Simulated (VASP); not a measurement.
# ZnS (F-43m) in VASP: settings compared, part 2 of 2

VASP 6.6.1. Earlier steps stand in the parts before.

## 4. Single point, PBE

This run uses another cell than the first one, of 19.73 Å³/atom, 1.055 times its volume.

INCAR

```
SYSTEM = ZnS
ALGO = Normal ; EDIFF = 1E-6
ENCUT = 520 ; GGA = PE
ISIF = 2 ; ISMEAR = 0
LASPH = .True. ; LCHARG = .False.
LREAL = .False. ; LWAVE = .False.
NBANDS = 16 ; NELM = 80
PREC = Accurate ; SIGMA = 0.025
```

KPOINTS

```
k-points
0
Gamma
  9 9 9
  0 0 0
```

POSCAR

```
ZnS
1.0
    0.0000000000      2.7020000000      2.7020000000
    2.7020000000      0.0000000000      2.7020000000
    2.7020000000      2.7020000000      0.0000000000
Zn S
1 1
Direct
    0.7500000000      0.7500000000      0.7500000000
    0.0000000000      0.0000000000      0.0000000000
```

Potentials or basis: VASP PAW PBE potentials, release 64 (Zn, S).

Command:

```console
$ cat potpaw_PBE.64/Zn/POTCAR potpaw_PBE.64/S/POTCAR > POTCAR
$ mpirun -np 1 vasp_std > vasp.out
```

OUTCAR:

```text
SYSTEM = ZnS
   EDIFF = 1E-6
   ENCUT = 520
   GGA = PE
   ISIF = 2
   ISMEAR = 0
   LASPH = .True.
   LREAL = .False.
   NELM = 80
   PREC = Accurate

 ion  position               nearest neighbor table
   1  0.750  0.750  0.750-   2 2.34   2 2.34   2 2.34   2 2.34
   2  0.000  0.000  0.000-   1 2.34   1 2.34   1 2.34   1 2.34

  LATTYP: Found a face centered cubic cell.
 ALAT       =     5.4040000000

  Lattice vectors:

 A1 = (   0.0000000000,   2.7020000000,   2.7020000000)
[... 641 lines left out ...]

------------------------ aborting loop because EDIFF is reached ----------------------------------------

  FORCE on cell =-STRESS in cart. coord.  units (eV):
  Direction    XX          YY          ZZ          XY          YZ          ZX
  --------------------------------------------------------------------------------------
  -------------------------------------------------------------------------------------
  Total        0.4332156      0.4332156      0.4332156     -0.0000000      0.0000000     -0.0000000
  in kB       17.5925436     17.5925436     17.5925436     -0.0000000      0.0000000     -0.0000000
  external PRESSURE =      17.5925436 kB  Pullay stress =       0.0000000 kB

 VOLUME and BASIS-vectors are now :
 -----------------------------------------------------------------------------
  energy-cutoff  :      520.00
  volume of cell :       39.45
      direct lattice vectors                 reciprocal lattice vectors
     0.000000000  2.702000000  2.702000000    -0.185048113  0.185048113  0.185048113
     2.702000000  0.000000000  2.702000000     0.185048113 -0.185048113  0.185048113
     2.702000000  2.702000000  0.000000000     0.185048113  0.185048113 -0.185048113

 POSITION                                       TOTAL-FORCE (eV/Angst)
 -----------------------------------------------------------------------------------
      4.05300      4.05300      4.05300         0.000000      0.000000      0.000000
      0.00000      0.00000      0.00000        -0.000000     -0.000000     -0.000000
 -----------------------------------------------------------------------------------
    total drift:                                0.000001      0.000001      0.000001

  FREE ENERGIE OF THE ION-ELECTRON SYSTEM (eV)
  ---------------------------------------------------
  free  energy   TOTEN  =        -6.8472575740 eV

  energy  without entropy=       -6.8472575740  energy(sigma->0) =       -6.84725757
```

OSZICAR:

```text
N       E                     dE             d eps       ncg     rms          rms(c)
DAV:   1     0.826249759129E+02    0.82625E+02   -0.85437E+03  1120   0.132E+03
DAV:   2    -0.208092788854E+01   -0.84706E+02   -0.78981E+02  1296   0.260E+02
DAV:   3    -0.722457432658E+01   -0.51436E+01   -0.51217E+01  1400   0.597E+01
DAV:   4    -0.727398642089E+01   -0.49412E-01   -0.49402E-01  1392   0.619E+00
DAV:   5    -0.727450629170E+01   -0.51987E-03   -0.51986E-03  1432   0.598E-01    0.686E+00
DAV:   6    -0.686772598939E+01    0.40678E+00   -0.73469E-01  1672   0.300E+01    0.537E+00
DAV:   7    -0.684757181995E+01    0.20154E-01   -0.25179E-01  1352   0.451E+00    0.273E+00
DAV:   8    -0.684684950672E+01    0.72231E-03   -0.50933E-03  1464   0.858E-01    0.719E-01
DAV:   9    -0.684709556385E+01   -0.24606E-03   -0.12499E-03  1376   0.282E-01    0.974E-02
DAV:  10    -0.684726616941E+01   -0.17061E-03   -0.23321E-04  1400   0.130E-01    0.502E-02
DAV:  11    -0.684725708170E+01    0.90877E-05   -0.32993E-05  1296   0.717E-02    0.774E-03
DAV:  12    -0.684725757396E+01   -0.49226E-06   -0.38601E-06  1464   0.198E-02
   1 F= -.68472576E+01 E0= -.68472576E+01  d E =-.163098E-14
```

stdout:

```text
POSCAR found type information on POSCAR ZnS
 POSCAR found :  2 types and       2 ions
 scaLAPACK will be used
 LDA part: xc-table for (Slater+PW92), standard interpolation
 POSCAR, INCAR and KPOINTS ok, starting setup
 FFT: planning ... GRIDC
 FFT: planning ... GRID_SOFT
 FFT: planning ... GRID
 WAVECAR not read
 entering main loop
```

It took 33 s on 1 thread of Intel Xeon 8259CL, shared host; peak memory 0.16 GiB.

What came out:

```
Free energy            : -6.8473 eV
Pressure               : 1.8 GPa
Band gap on the k mesh : 2.11 eV, direct
```

## 5. Summary

| level | cell | smearing | gap on the mesh (eV) | pressure (GPa) |
| --- | --- | --- | --- | --- |
| PBEsol+D3(BJ) | a = 3.753 Å, angles 60.0°, 2 atoms | fermi-dirac 0.05 eV | 2.21 | 0.2 |
| PBEsol+D4 | a = 3.765 Å, angles 60.0°, 2 atoms | fermi-dirac 0.05 eV | 2.17 | 0.2 |
| PBE | a = 3.821 Å, angles 60.0°, 2 atoms | gaussian 0.025 eV | 2.11 | 1.8 |

Alike in all rows: task single point; potentials or basis VASP PAW PBE potentials, release 64 (Zn, S); no spin polarisation; k mesh 9 × 9 × 9; cutoff (eV) 520.

Caveats: the PAW data sets were made with another functional, which shifts forces and pressure a little (some runs).

Absolute energies hang on the potentials; compare differences alone.

## 6. Comparison with measurements

Step 2. A measured gap of ZnS is 3.85 eV (direct; 19 K; quoted in “Electronic, vibrational, and thermodynamic properties of ZnS (zincblende and rocksalt structure)”, 2009, arxiv:0911.5022); the calculated 2.21 eV misses it by -1.64 eV. The value is that of PBEsol+D3(BJ), without temperature or zero-point motion. Semilocal functionals fall short of measured gaps as a rule.

Step 3. Measured gap of ZnS: 3.85 eV (direct; 19 K; quoted in “Electronic, vibrational, and thermodynamic properties of ZnS (zincblende and rocksalt structure)”, 2009, arxiv:0911.5022). This calculation gives 2.17 eV (-1.68 eV). The value is that of PBEsol+D4, without temperature or zero-point motion. Semilocal functionals fall short of measured gaps as a rule.

Step 4. Measured gap of ZnS: 3.85 eV (direct; 19 K; quoted in “Electronic, vibrational, and thermodynamic properties of ZnS (zincblende and rocksalt structure)”, 2009, arxiv:0911.5022). This calculation gives 2.11 eV (-1.74 eV). The value is that of PBE, without temperature or zero-point motion. Semilocal functionals fall short of measured gaps as a rule.
